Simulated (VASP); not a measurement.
Runs of VASP 6.6.1 on N. It takes space group P4_2/mnm (No. 136, tetragonal). Conventional cell: a = 4.084 Å, b = 4.084 Å, c = 5.346 Å, α = 90.00°, β = 90.00°, γ = 90.00°. Within 1.5 Å of N (site symmetry m2m) lie 1 N at 1.11 Å. 

| level | potentials or basis | cutoff (eV) | grid for exact exchange (PRECFOCK) | share of exact exchange | screening parameter | gap on the mesh (eV) | pressure (GPa) | largest force (eV/Å) |
| --- | --- | --- | --- | --- | --- | --- | --- | --- |
| PBE0 | VASP PAW PBE potentials, release 64 (N) | 520 | Normal | 0.25 | - | 9.97 | -0.6 | 0.64 |
| HSE06 | VASP PAW PBE potentials, release 64 (N) | 520 | Normal | 0.25 | 0.2079 1/Å | (a) | -0.6 | 0.61 |
| PBEsol | VASP PAW PBE potentials, release 64 (N) | 520 | - | - | - | 6.84 | 1.3 | 0.86 |
| LDA | VASP PAW LDA potentials, release 64 (N) | 520 | - | - | - | (c) | -1.2 | 0.37 |
| r2SCAN-based global hybrid with 15 % exact exchange | VASP PAW PBE potentials, release 64 (N_h) | 1080 | Normal | 0.15 | - | (b) | -3.6 | 2.75 |

Alike in all rows: task single point; no spin polarisation; cell as given; k mesh 4 × 4 × 3; smearing fermi-dirac 0.05 eV.

Question: Fill in the values left out.

Answer: (a) 9.16; (b) 9.33; (c) 6.70.

Caveats: the standard files for N, O and F lose accuracy on very short bonds (at least some runs); the PAW data sets were made with another functional, which shifts forces and pressure a little (at least some runs); this functional lacks dispersion, which holds the molecules together, so the pressure and a relaxed volume are unreliable (at least some runs); the stress differs along the axes, from -5 to 0 GPa (at least some runs).

A k mesh can miss the band edges.
